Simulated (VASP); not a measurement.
The system is W2Br3.

```xyz
5
Lattice="4.0508 2.3387 3.2271 -4.0508 2.3387 3.2271 0.0000 -4.6774 3.2271" Properties=species:S:1:pos:R:3 pbc="T T T"
W     0.0000    0.0000    7.9267
W     0.0000    0.0000    1.7547
Br   -2.0254    1.1694    1.6136
Br    0.0000   -2.3387    1.6136
Br    2.0254    1.1694    1.6136
```

The cell was built from a structure type or drawn by symmetry, and may not be a known phase.

| Item | Value |
| --- | --- |
| Program | VASP 6.6.1 |
| Task | relaxation of cell and atoms |
| Functional | PBE |
| Potentials or basis | VASP PAW PBE potentials, release 64 (W_sv, Br) |
| Cutoff | 600 eV |
| k mesh | 3 × 3 × 3 |
| Occupations | gaussian, width 0.1 eV |
| Spin | no spin polarisation |

At the start: pressure 1.7 GPa; volume 36.69 Å³/atom.

Task: Where does the relaxation end?

Result: Over 33 steps the energy falls by 910.3 meV/atom and the volume is 44.64 Å³/atom (+21.7 %); space group R-3m (No. 166, to 0.1 Å) before and after.

The path:
| step | energy change (eV) | largest force (eV/Å) | pressure (GPa) | volume (Å³) |
| --- | --- | --- | --- | --- |
| 1 | 0.0000 | 2.0867 | 1.67 | 183.43 |
| 2 | -0.8166 | 3.1610 | -3.64 | 193.18 |
| 3 | -1.6250 | 5.2797 | -5.93 | 202.17 |
| 4 | -2.8670 | 0.9154 | -2.96 | 216.57 |
| 5 | -2.5374 | 5.4695 | -6.51 | 209.39 |
| 6 | -2.9646 | 3.8211 | -5.52 | 213.18 |
| 7 | -3.0177 | 2.7215 | -4.88 | 214.41 |
| 8 | -2.1991 | 9.6529 | 2.12 | 207.91 |
| 9 | -3.1073 | 0.6696 | -3.54 | 212.55 |
| 10 | -3.4003 | 0.6011 | -2.87 | 204.81 |
| 11 | -3.8543 | 0.2709 | -0.45 | 187.72 |
| 12 | -2.8867 | 0.0482 | 13.01 | 155.19 |
| 13 | -3.9141 | 0.1588 | 0.72 | 182.40 |
| 14 | -3.9227 | 0.1122 | 1.56 | 179.24 |
| 15 | -3.9792 | 1.1099 | 0.84 | 181.43 |
| 16 | -3.9960 | 2.1026 | 0.17 | 183.97 |
| 17 | -4.0228 | 2.0757 | 0.18 | 184.88 |
| 18 | -4.1000 | 1.9651 | 0.23 | 187.60 |
| 19 | -4.2387 | 1.6494 | 0.38 | 192.90 |
| 20 | -4.4418 | 0.6289 | 0.87 | 202.97 |
| 21 | -4.3653 | 3.1491 | 2.69 | 221.08 |
| 22 | -4.4663 | 1.9191 | 2.20 | 215.02 |
| 23 | -4.5102 | 1.2612 | 1.42 | 220.13 |
| 24 | -4.5269 | 0.6020 | 0.60 | 226.12 |
| 25 | -4.5269 | 0.5754 | 0.57 | 226.36 |
| 26 | -4.5322 | 0.4997 | 0.54 | 225.68 |
| 27 | -4.5436 | 0.2937 | 0.45 | 223.58 |
| 28 | -4.5479 | 0.0546 | 0.29 | 219.25 |
| 29 | -4.5492 | 0.0494 | 0.34 | 220.47 |
| 30 | -4.5506 | 0.0259 | 0.19 | 221.52 |
| 31 | -4.5509 | 0.1744 | -0.13 | 223.68 |
| 32 | -4.5512 | 0.1132 | 0.00 | 222.78 |
| 33 | -4.5516 | 0.0175 | 0.01 | 223.20 |

Final structure:
```
W Br
1.0
     4.22257    2.43790    3.61362
    -4.22257    2.43790    3.61362
     0.00000   -4.87580    3.61362
W Br
2 3
Direct
  0.89683 0.89683 0.89683
  0.10317 0.10317 0.10317
  0.00000 0.50000 0.00000
  0.00000 0.00000 0.50000
  0.50000 0.00000 0.00000
```

Caveat: the k points lie up to 0.35 Å⁻¹ apart in the final cell, too coarse for converged energies and pressures of a metal; the volume moved by over 15 % at a fixed basis, so the end points are rough; an odd number of electrons without spin polarisation forces a metal; a magnetic or distorted state may lie lower.
